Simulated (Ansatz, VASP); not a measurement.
Two plane-wave programs on CuAu

INCAR

```
PREC = Accurate ; ENCUT = 520
EDIFF = 1E-7 ; ISMEAR = 0
SIGMA = 0.1 ; LREAL = False
LASPH = True ; NELM = 80
ALGO = Fast ; ISIF = 2
LWAVE = False ; LCHARG = False
GGA = PE ; NBANDS = 18
```

KPOINTS

```
regular mesh
0
Gamma
  14 14 10
```

Contents of POSCAR:

```
CuAu
1.0
    2.6328960000      0.0000000000      0.0000000000
    0.0000000000      2.6328960000      0.0000000000
    0.0000000000      0.0000000000      3.6711744000
Cu Au
1 1
Direct
    0.5000000000      0.5000000000      0.4918256131
    0.0000000000      0.0000000000      0.0081743869
```

Input for Ansatz:

```yaml
crystal:
  lattice:
    - [2.632896, 0.0, 0.0]
    - [0.0, 2.632896, 0.0]
    - [0.0, 0.0, 3.6711744]
  atoms:
    - { symbol: Cu, position: [0.5, 0.5, 0.4918256131] }
    - { symbol: Au, position: [0.0, 0.0, 0.0081743869] }
basis:
  ecutwfc: 420
kpoints:
  mp_grid: { grid: [14, 14, 10] }
hamiltonian:
  xc: pbe
scf:
  occupations: { method: gaussian, width: 0.1 }
output:
  forces: true
  stress: true
  eigenvalues: true
```

Alike in both runs: task single point; functional PBE; k mesh 14 × 14 × 10; occupations gaussian, width 0.1 eV; no spin polarisation.

|  | VASP | Ansatz |
| --- | --- | --- |
| version | VASP 6.6.1 | Ansatz 0.2.0 |
| potentials or method | VASP PAW PBE potentials, release 64 (Cu, Au), cutoff 520 eV | scalar-relativistic, plane waves, PAW |
| valence electrons in the cell | 22 | 38 |

```tsv
	VASP	Ansatz	Ansatz less VASP
gap on the k mesh at the Fermi level (eV)	none	none	-
pressure (GPa)	37.8	38.1	+0.30
traceless stress, the component that is largest in VASP (GPa)	-5.63	-5.79	-0.163
rms of the force components (eV/Å)	0.445	0.444	-0.0006
```

Atom by atom the forces differ by 0.001 eV/Å (rms over components). A gap of «none» marks a metal or a gap that the smearing closes. Both programs put the cell under a high pressure, so it lies far from rest at this level. With one functional, cell and mesh, what is left measures potentials, basis and numerics. VASP's potentials hold 22 valence electrons a cell and Ansatz's 38, so a difference there can come from the potentials and not from the codes.

Neither program's run includes spin-orbit coupling.
